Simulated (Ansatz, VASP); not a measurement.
**One calculation of Nb2SiO2, two programs**

```
Nb Si O
1.0
    -1.72090    1.72090    5.39077
     1.72090   -1.72090    5.39077
     1.72090    1.72090   -5.39077
Nb Si O
2 1 2
Direct
  0.36650 0.36650 0.00000
  0.63350 0.63350 0.00000
  0.00000 0.00000 0.00000
  0.75000 0.25000 0.50000
  0.25000 0.75000 0.50000
```

Alike in both runs: functional PBE; k mesh 5 × 5 × 5; occupations gaussian, width 0.15 eV; no spin polarisation.

Ansatz relaxed the structure, and its values are those at the end. VASP's run is a single point on that final structure, the one shown.

```csv
,VASP,Ansatz
version,VASP 6.6.1,Ansatz 0.2.0
potentials or method,"VASP PAW PBE potentials, release 64 (Nb_sv, Si, O), cutoff 600 eV","scalar-relativistic, plane waves, PAW"
valence electrons in the cell,42,42
```

Ansatz gave:

| Property | Result |
| --- | --- |
| gap on the k mesh at the Fermi level (eV) | none |
| pressure (GPa) | 0.4 |

**Question.** Which values does VASP return?

**Answer.** gap on the k mesh at the Fermi level (eV): none; pressure (GPa): 0.0.

A gap of «none» marks a metal or a gap that the smearing closes.

The k mesh is coarse, so the values compare programs but aren't converged.
